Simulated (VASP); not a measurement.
# SiNi (P4/nmm) in VASP: relaxation of cell and atoms with r2SCAN

Aim: the relaxation of cell and atoms of SiNi with r2SCAN.

Program: VASP 6.6.1. These are calculated values, not measurements. Logs are shortened: lines on timing, memory, paths and dates and some standing lists are left out, and cuts for length are marked.

### 1 The cell of the first run

It takes space group P4/nmm (No. 129, tetragonal). The conventional cell has a = 3.114 Å, b = 3.114 Å, c = 4.675 Å, α = 90.00°, β = 90.00°, γ = 90.00°. Si (site symmetry 4mm) has 6 Ni at 2.33 to 2.37 Å and 8 Si at 2.64 to 3.11 Å within 3.2 Å. Ni (site symmetry 4mm) has 6 Si at 2.33 to 2.37 Å and 8 Ni at 2.64 to 3.11 Å within 3.2 Å.

### 2 Relaxation of cell and atoms, r2SCAN

File POSCAR:

```
SiNi
1.0
    3.1140303343      0.0000000000      0.0000000000
    0.0000000000      3.1140303343      0.0000000000
    0.0000000000      0.0000000000      4.6748234858
Si Ni
2 2
Direct
    0.5000000000      0.0000000000      0.8439952066
    0.0000000000      0.5000000000      0.1560047934
    0.5000000000      0.0000000000      0.3432993657
    0.0000000000      0.5000000000      0.6567006343
```

File INCAR.step1:

```
SYSTEM = SiNi
PREC = Accurate
ENCUT = 600
ISMEAR = 0
SIGMA = 0.1
LREAL = .False.
LASPH = .True.
NELM = 80
GGA = PE
ALGO = Normal
EDIFF = 1E-4
LWAVE = .True.
LCHARG = .False.
```

File INCAR.step2:

```
SYSTEM = SiNi
PREC = Accurate
ENCUT = 600
EDIFF = 1E-6
ISMEAR = 0
SIGMA = 0.1
LREAL = .False.
LASPH = .True.
NELM = 80
ALGO = Normal
ISIF = 3
LWAVE = .False.
LCHARG = .False.
METAGGA = R2SCAN
LMIXTAU = .True.
IBRION = 2
NSW = 100
EDIFFG = -0.01
ISTART = 1
```

File KPOINTS:

```
regular mesh
0
Gamma
  14 14 10
  0 0 0
```

Potentials or basis: VASP PAW PBE potentials, release 64 (Si, Ni).

Run with:

```bash
> cat potpaw_PBE.64/Si/POTCAR potpaw_PBE.64/Ni/POTCAR > POTCAR
> cp INCAR.step1 INCAR
> mpirun -np 1 vasp_std > vasp.out
> cp INCAR.step2 INCAR
> mpirun -np 1 vasp_std > vasp.out
```

OUTCAR:

```text
SYSTEM = SiNi
   PREC = Accurate
   ENCUT = 600
   EDIFF = 1E-6
   ISMEAR = 0
   LREAL = .False.
   LASPH = .True.
   NELM = 80
   ISIF = 3
   METAGGA = R2SCAN
   IBRION = 2
   NSW = 100
   EDIFFG = -0.01
   ISTART = 1

 ion  position               nearest neighbor table
   1  0.500  0.000  0.844-   3 2.33   3 2.34   4 2.37   4 2.37   4 2.37   4 2.37   2 2.64   2 2.64
                             2 2.64   2 2.64
   2  0.000  0.500  0.156-   4 2.33   4 2.34   3 2.37   3 2.37   3 2.37   3 2.37   1 2.64   1 2.64
                             1 2.64   1 2.64
   3  0.500  0.000  0.343-   1 2.33   1 2.34   2 2.37   2 2.37   2 2.37   2 2.37   4 2.64   4 2.64
                             4 2.64   4 2.64
   4  0.000  0.500  0.657-   2 2.33   2 2.34   1 2.37   1 2.37   1 2.37   1 2.37   3 2.64   3 2.64
                             3 2.64   3 2.64

  LATTYP: Found a simple tetragonal cell.
 ALAT       =     3.1140303343
 C/A-ratio  =     1.5012132137

  Lattice vectors:

 A1 = (   3.1140303343,   0.0000000000,   0.0000000000)
 A2 = (   0.0000000000,   3.1140303343,   0.0000000000)
 A3 = (   0.0000000000,   0.0000000000,   4.6748234858)

Analysis of symmetry for initial positions (statically):
=====================================================================
 Subroutine PRICEL returns:
 Original cell was already a primitive cell.

 Routine SETGRP: Setting up the symmetry group for a
 simple tetragonal supercell.

 Subroutine GETGRP returns: Found 16 space group operations
 (whereof  8 operations were pure point group operations)
 out of a pool of 16 trial point group operations.

The static configuration has the point symmetry D_2d.
 The point group associated with its full space group is D_4h.

Analysis of symmetry for dynamics (positions and initial velocities):
=====================================================================
 Subroutine PRICEL returns:
 Original cell was already a primitive cell.

 Routine SETGRP: Setting up the symmetry group for a
 simple tetragonal supercell.

 Subroutine GETGRP returns: Found 16 space group operations
 (whereof  8 operations were pure point group operations)
 out of a pool of 16 trial point group operations.

The dynamic configuration has the point symmetry D_2d.
 The point group associated with its full space group is D_4h.

 Subroutine INISYM returns: Found 16 space group operations
 (whereof  8 operations are pure point group operations),
 and found     1 'primitive' translations

----------------------------------------------------------------------------------------

                                     Primitive cell

  volume of cell :      45.3326

  direct lattice vectors                    reciprocal lattice vectors
     3.114030334  0.000000000  0.000000000     0.321127251  0.000000000  0.000000000
     0.000000000  3.114030334  0.000000000     0.000000000  0.321127251  0.000000000
     0.000000000  0.000000000  4.674823486     0.000000000  0.000000000  0.213911820

  length of vectors
     3.114030334  3.114030334  4.674823486     0.321127251  0.321127251  0.213911820

  position of ions in fractional coordinates (direct lattice)
     0.500000000  0.000000000  0.843995207
     0.000000000  0.500000000  0.156004793
     0.500000000  0.000000000  0.343299366
     0.000000000  0.500000000  0.656700634

  ion indices of the primitive-cell ions
   primitive index   ion index
                 1           1
                 2           2
                 3           3
                 4           4

----------------------------------------------------------------------------------------

 KPOINTS: regular mesh

Automatic generation of k-mesh.
 Grid dimensions read from file:
 generate k-points for:   14   14   10

 Generating k-lattice:

  Cartesian coordinates                     Fractional coordinates (reciprocal lattice)
     0.022937661  0.000000000  0.000000000     0.071428571  0.000000000  0.000000000
     0.000000000  0.022937661  0.000000000     0.000000000  0.071428571  0.000000000
     0.000000000  0.000000000  0.021391182     0.000000000  0.000000000  0.100000000

  Length of vectors
     0.022937661  0.022937661  0.021391182

  Shift w.r.t. Gamma in fractional coordinates (k-lattice)
     0.000000000  0.000000000  0.000000000

 Subroutine IBZKPT returns following result:
 ===========================================

 Found    216 irreducible k-points:

 Following reciprocal coordinates:
            Coordinates               Weight
  0.000000  0.000000  0.000000      1.000000
  0.071429  0.000000  0.000000      4.000000
  0.142857  0.000000  0.000000      4.000000
  0.214286  0.000000  0.000000      4.000000
  0.285714  0.000000  0.000000      4.000000
  0.357143  0.000000  0.000000      4.000000
[... 16 lines left out ...]
  0.285714  0.214286  0.000000      8.000000
  0.357143  0.214286  0.000000      8.000000
 [... further k-points ...]
   k-points           NKPTS =    216   k-points in BZ     NKDIM =    216   number of bands    NBANDS=     18
   number of dos      NEDOS =    301   number of ions     NIONS =      4
   total plane-waves  NPLWV =  31360
   dimension x,y,z NGX =    28 NGY =   28 NGZ =   40
   dimension x,y,z NGXF=    56 NGYF=   56 NGZF=   80
   ions per type =               2   2
   NGX,Y,Z   is equivalent  to a cutoff of  14.95, 14.95, 14.22 a.u.
   NGXF,Y,Z  is equivalent  to a cutoff of  29.90, 29.90, 28.45 a.u.
 SYSTEM =  SiNi
   PREC   = accura    normal or accurate (medium, high low for compatibility)
   ISTART =      1    job   : 0-new  1-cont  2-samecut
   ICHARG =      0    charge: 1-file 2-atom 10-const
   ISPIN  =      1    spin polarized calculation?
   LNONCOLLINEAR =      F non collinear calculations
   LSORBIT =      F    spin-orbit coupling
   LASPH  =      T    aspherical Exc in radial PAW
   ENCUT  =  600.0 eV  44.10 Ry    6.64 a.u.   6.22  6.22  9.34*2*pi/ulx,y,z
   NELM   =     80;   NELMIN=  2; NELMDL=  0     # of ELM steps
   EDIFF  = 0.1E-05   stopping-criterion for ELM
   LREAL  =      F    real-space projection
   EDIFFG = -.1E-01   stopping-criterion for IOM
   NSW    =    100    number of steps for IOM
   IBRION =      2    ionic relax: 0-MD 1-quasi-New 2-CG
   NFREE  =      1    steps in history (QN), initial steepest desc. (CG)
   ISIF   =      3    stress and relaxation
   ISYM   =      2    0-nonsym 1-usesym 2-fastsym
   POTIM  = 0.5000    time-step for ionic-motion
   TEBEG  =    0.0;   TEEND  =   0.0 temperature during run
   PSTRESS=    0.0 pullay stress
   NELECT =      28.0000    total number of electrons
   NUPDOWN=      -1.0000    fix difference up-down
   EMIN   =  10.00;   EMAX   =-10.00  energy-range for DOS
   EFERMI =   0.00;   METHOD = LEGACY
   ISMEAR =     0;   SIGMA  =   0.10  broadening in eV -4-tet -1-fermi 0-gaus
   EFERMI_NEDOS =   21; number of points for ismear=-14 and -15
   IALGO  =     38    algorithm
   IMIX   =      4    mixing-type and parameters
     AMIX     =   0.40;   BMIX     =  1.00
     AMIX_MAG =   1.60;   BMIX_MAG =  1.00
  volume/ion in A,a.u.               =      11.33        76.48
  Fermi-wavevector in a.u.,A,eV,Ry     =   1.394196  2.634649 26.446772  1.943783
  Thomas-Fermi vector in A             =   2.517769
   LORBIT       =      0    0 simple, 1 ext, 2 COOP (PROOUT), +10 PAW based schemes
   METAGGA = R2SCAN    functional components
   LHFCALC =     F    Hartree Fock is set to
   AEXX    =    0.0000 exact exchange contribution
   IVDW    =     0    specifies the selected vdW correction
   LEPSILON=     F    determine dielectric tensor
   LRPA    =     F    only Hartree local field effects (RPA)
 conjugate gradient relaxation of ions
 non-spin polarized calculation
 Gauss-broadening in eV      SIGMA  =   0.10
  energy-cutoff  :      600.00
  volume of cell :       45.33
 maximum number of plane-waves:      1536
 NGX is ok and might be reduce to    28
   NGX = 13   NGY = 13   NGZ = 19

--------------------------------------- Ionic step        1  -------------------------------------------

 number of electron      27.9999994 magnetization

 Free energy of the ion-electron system (eV)
  ---------------------------------------------------
  ext. energy  EPLUGINS =         0.00000000
  ---------------------------------------------------
  free energy    TOTEN  =       -43.09480109 eV

  energy without entropy =      -43.08968280  energy(sigma->0) =      -43.09224195

------------------------ aborting loop because EDIFF is reached ----------------------------------------

  FORCE on cell =-STRESS in cart. coord.  units (eV):
  Direction    XX          YY          ZZ          XY          YZ          ZX
  --------------------------------------------------------------------------------------
  -------------------------------------------------------------------------------------
  Total        0.1695445      0.1695445     -0.1283267      0.0000000      0.0000000      0.0000000
  in kB        5.9921582      5.9921582     -4.5354106      0.0000000      0.0000000      0.0000000
  external PRESSURE =       2.4829686 kB  Pullay stress =       0.0000000 kB

 VOLUME and BASIS-vectors are now :
 -----------------------------------------------------------------------------
  energy-cutoff  :      600.00
  volume of cell :       45.33
      direct lattice vectors                 reciprocal lattice vectors
     3.114030334  0.000000000  0.000000000     0.321127251  0.000000000  0.000000000
     0.000000000  3.114030334  0.000000000     0.000000000  0.321127251  0.000000000
     0.000000000  0.000000000  4.674823486     0.000000000  0.000000000  0.213911820
[... 267 lines left out ...]
 POSITION                                       TOTAL-FORCE (eV/Angst)
 -----------------------------------------------------------------------------------
      1.56108      0.00000      3.93512         0.000000      0.000000      0.000964
      0.00000      1.56108      0.72610         0.000000     -0.000000     -0.000964
      1.56108      0.00000      1.60099         0.000000      0.000000      0.015676
      0.00000      1.56108      3.06022        -0.000000     -0.000000     -0.015676
 -----------------------------------------------------------------------------------
    total drift:                                0.000000      0.000000     -0.000000

  FREE ENERGIE OF THE ION-ELECTRON SYSTEM (eV)
  ---------------------------------------------------
  free  energy   TOTEN  =       -43.0954802609 eV

  energy  without entropy=      -43.0902297093  energy(sigma->0) =      -43.09285499

--------------------------------------- Ionic step        9  -------------------------------------------

 number of electron      27.9999997 magnetization

 Free energy of the ion-electron system (eV)
  ---------------------------------------------------
  ext. energy  EPLUGINS =         0.00000000
  ---------------------------------------------------
  free energy    TOTEN  =       -43.09549530 eV

  energy without entropy =      -43.09024309  energy(sigma->0) =      -43.09286920

 E-fermi :  11.5354     XC(G=0): -13.5396

 val. band max:       11.5338885319   @ k =   0.1429   0.0714   0.0000
 cond. band min:      11.5442013609   @ k =   0.2857   0.2857   0.1000
 fundamental gap:      0.0103128290
 Fermi energy:        11.5353928348

 k-point     1 :       0.0000    0.0000    0.0000
  band No.  band energies     occupation
      1      -3.2520      2.00000
      2       2.9884      2.00000
      3       4.6590      2.00000
      4       7.0701      2.00000
      5       8.0500      2.00000
      6       8.0500      2.00000
[... 10 lines left out ...]
     17      16.1396      0.00000
     18      18.1116      0.00000
[... 463 lines left out ...]
 k-point    24 :       0.3571    0.2143    0.0000
  band No.  band energies     occupation
      1      -0.6101      2.00000
      2       3.0586      2.00000
      3       5.4605      2.00000
      4       6.4129      2.00000
      5       7.0708      2.00000
      6       7.0868      2.00000
[... 10 lines left out ...]
     17      14.4611      0.00000
     18      14.5796      0.00000

 [... further k-points ...]

------------------------ aborting loop because EDIFF is reached ----------------------------------------

  FORCE on cell =-STRESS in cart. coord.  units (eV):
  Direction    XX          YY          ZZ          XY          YZ          ZX
  --------------------------------------------------------------------------------------
  -------------------------------------------------------------------------------------
  Total        0.0034346      0.0034346      0.0011916      0.0000000      0.0000000      0.0000000
  in kB        0.1211081      0.1211081      0.0420176      0.0000000      0.0000000      0.0000000
  external PRESSURE =       0.0947446 kB  Pullay stress =       0.0000000 kB

 VOLUME and BASIS-vectors are now :
 -----------------------------------------------------------------------------
  energy-cutoff  :      600.00
  volume of cell :       45.44
      direct lattice vectors                 reciprocal lattice vectors
     3.122299617  0.000000000  0.000000000     0.320276758  0.000000000  0.000000000
     0.000000000  3.122299617 -0.000000000     0.000000000  0.320276758 -0.000000000
     0.000000000  0.000000000  4.660880262     0.000000000  0.000000000  0.214551746

 POSITION                                       TOTAL-FORCE (eV/Angst)
 -----------------------------------------------------------------------------------
      1.56115      0.00000      3.93488         0.000000      0.000000      0.003444
      0.00000      1.56115      0.72600        -0.000000     -0.000000     -0.003444
      1.56115      0.00000      1.60174         0.000000      0.000000      0.003914
      3.12230      1.56115      3.05914        -0.000000     -0.000000     -0.003914
 -----------------------------------------------------------------------------------
    total drift:                                0.000000      0.000000     -0.000000

  FREE ENERGIE OF THE ION-ELECTRON SYSTEM (eV)
  ---------------------------------------------------
  free  energy   TOTEN  =       -43.0954953006 eV

  energy  without entropy=      -43.0902430945  energy(sigma->0) =      -43.09286920

 reached required accuracy - stopping structural energy minimisation
```

Wall time 1.8 h (1 thread of Oxide Virtual Turin-like, shared host); peak memory 0.32 GiB.

Results:

| Property | Result |
| --- | --- |
| Free energy | -43.0955 eV |
| Relaxed volume | 11.36 Å³/atom |
| Relaxed cell | a = 3.122 Å, b = 3.122 Å, c = 4.661 Å, α = 90.00°, β = 90.00°, γ = 90.00° |
| Space group after relaxing (to 0.1 Å) | P4/nmm (No. 129) |
| Energy gained by relaxing | 0.2 meV/atom |
| Ionic steps | 9 |
| Pressure after relaxing | 0.0 GPa |
| Largest force after relaxing | 0.004 eV/Å |
| Band gap on the k mesh | zero (bands 14 and 15 overlap by 2.39 eV) |

Forces on the atoms (eV/Å):
```
Si   0.000  0.000  0.003
Si   0.000  0.000 -0.003
Ni   0.000  0.000  0.004
Ni   0.000  0.000 -0.004
```

The path:
| step | energy change (eV) | largest force (eV/Å) | pressure (GPa) | volume (Å³) |
| --- | --- | --- | --- | --- |
| 1 | 0.0000 | 0.0171 | 0.25 | 45.33 |
| 2 | -0.0006 | 0.0125 | -0.13 | 45.45 |
| 3 | -0.0006 | 0.0142 | -0.08 | 45.47 |
| 4 | -0.0006 | 0.0172 | -0.18 | 45.51 |
| 5 | -0.0006 | 0.0146 | -0.25 | 45.49 |
| 6 | -0.0006 | 0.0138 | -0.21 | 45.48 |
| 7 | -0.0006 | 0.0148 | 0.20 | 45.40 |
| 8 | -0.0007 | 0.0157 | 0.03 | 45.44 |
| 9 | -0.0007 | 0.0039 | 0.01 | 45.44 |

Final structure:
```yaml
crystal:
  lattice:
    - [3.12230, 0.00000, 0.00000]
    - [0.00000, 3.12230, 0.00000]
    - [0.00000, 0.00000, 4.66088]
  atoms:
    - { symbol: Si, position: [0.50000, 0.00000, 0.84424] }
    - { symbol: Si, position: [0.00000, 0.50000, 0.15576] }
    - { symbol: Ni, position: [0.50000, 0.00000, 0.34366] }
    - { symbol: Ni, position: [0.00000, 0.50000, 0.65634] }
```

Caveat: the PAW data sets were made with another functional, which shifts forces and pressure a little. Spin polarisation is off, so any magnetic state and its effect on volume and gap are missing.
